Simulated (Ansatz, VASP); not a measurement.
## BaTiO3: VASP beside Ansatz

INCAR

```
PREC     = Accurate       # precision mode
ENCUT    = 1000           # plane-wave cutoff, eV
EDIFF    = 1E-8           # SCF threshold, eV
ISMEAR   = -1             # smearing method
SIGMA    = 0.05           # smearing width, eV
LREAL    = False          # projectors in reciprocal space
LASPH    = True           # aspherical terms in the spheres
NELM     = 120            # most SCF steps
ALGO     = Normal         # electronic algorithm
ISIF     = 2              # what is computed and relaxed
LWAVE    = False          # write WAVECAR
LCHARG   = False          # write CHGCAR
GGA      = PE             # functional
LEFG     = True         
NBANDS   = 28             # bands
GGA_COMPAT= False
```

Contents of KPOINTS:

```
regular mesh
0
Gamma
  8 8 8
```

File POSCAR:

```
BaTiO3
1.0
    3.9027690157      0.0000000000      0.0000000000
    0.0000000000      2.7791347697      2.7877061482
    0.0000000000     -2.7791347697      2.7877061482
Ba Ti O
1 1 3
Direct
    0.0000000000      0.0000000000      0.0000000000
    0.5000000000      0.5079000000      0.5079000000
    0.0000000000      0.4921000000      0.4921000000
    0.5000000000      0.5025100000      0.9937100000
    0.5000000000      0.9937100000      0.5025100000
```

Input for Ansatz:

```yaml
crystal:
  lattice:
    - [3.9027690157, 0.0, 0.0]
    - [0.0, 2.7791347697, 2.7877061482]
    - [0.0, -2.7791347697, 2.7877061482]
  atoms:
    - { symbol: Ba, position: [0.0, 0.0, 0.0] }
    - { symbol: Ti, position: [0.5, 0.5079, 0.5079] }
    - { symbol: O, position: [0.0, 0.4921, 0.4921] }
    - { symbol: O, position: [0.5, 0.50251, 0.99371] }
    - { symbol: O, position: [0.5, 0.99371, 0.50251] }
kpoints:
  mp_grid: { grid: [8, 8, 8] }
scf:
  occupations: { method: fermi_dirac, width: 0.05 }
hamiltonian:
  xc: pbe
  pseudopotentials: { kind: paw }
output:
  forces: true
  stress: true
  eigenvalues: true
  efg: { contact_densities: true }
```

Change from the starting cell: volume scaled by 0.94, PAW files.

Alike in both runs: task electric field gradients; functional PBE; k mesh 8 × 8 × 8; occupations fermi-dirac, width 0.05 eV; no spin polarisation.

```csv
,VASP,Ansatz
version,VASP 6.6.1,Ansatz 0.2.0
potentials or method,"VASP PAW PBE potentials, release 64 (Ba_sv, Ti_sv, O_h)","PAW with Ansatz's default frozen-core files, scalar-relativistic"
plane-wave cutoff (eV),1000,420
valence electrons in the cell,40,40
```

|  | VASP | Ansatz | Ansatz less VASP |
| --- | --- | --- | --- |
| gap on the k mesh at the Fermi level (eV) | 1.92 | 1.99 | +0.069 |
| rms of the force components (eV/Å) | 0.070 | 0.066 | -0.0034 |
| size of Vzz on the site where it differs most (V/Å²) | 18.9 | 19.7 | +0.79 |

Atom by atom the forces differ by 0.005 eV/Å (rms over components).

Neither program's run includes spin-orbit coupling.
